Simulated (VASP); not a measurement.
Ta2As, 6 atoms in the cell. The structure is tetragonal, space group P4_2/mnm (No. 136). Conventional cell: a = 5.633 Å, b = 5.633 Å, c = 3.628 Å, α = 90.00°, β = 90.00°, γ = 90.00°. Ta (site symmetry m2m) has 3 As at 2.38 to 2.44 Å and 1 Ta at 3.09 Å within 3.1 Å. Within 3.1 Å of As (site symmetry mmm) lie 6 Ta at 2.38 to 2.44 Å. 

- Program: VASP 6.6.1
- Task: single point
- Functional: PBE
- Potentials or basis: VASP PAW PBE potentials, release 64 (Ta_pv, As)
- Cutoff: 520 eV
- k mesh: 4 × 4 × 6
- Occupations: gaussian, width 0.1 eV
- Spin: no spin polarisation
- Dipole correction: no
- Further INCAR settings: ALGO = Normal; EDIFF = 1e-06; NBANDS = 36

Potentials or basis: VASP PAW PBE potentials, release 64 (Ta_pv, As).

The run is started by

```console
$ cat potpaw_PBE.64/Ta_pv/POTCAR potpaw_PBE.64/As/POTCAR > POTCAR
$ mpirun -np 1 vasp_std > vasp.out
```

Hardware: 1 thread of Intel Xeon 6975P-C, with other jobs on the host.

**Question.** Estimate the wall time of this run.

**Answer.** Run time: 94 s on 1 thread of Intel Xeon 6975P-C, with other jobs on the host, peak memory 0.26 GiB. Counts: scf iterations 13, k points 24.
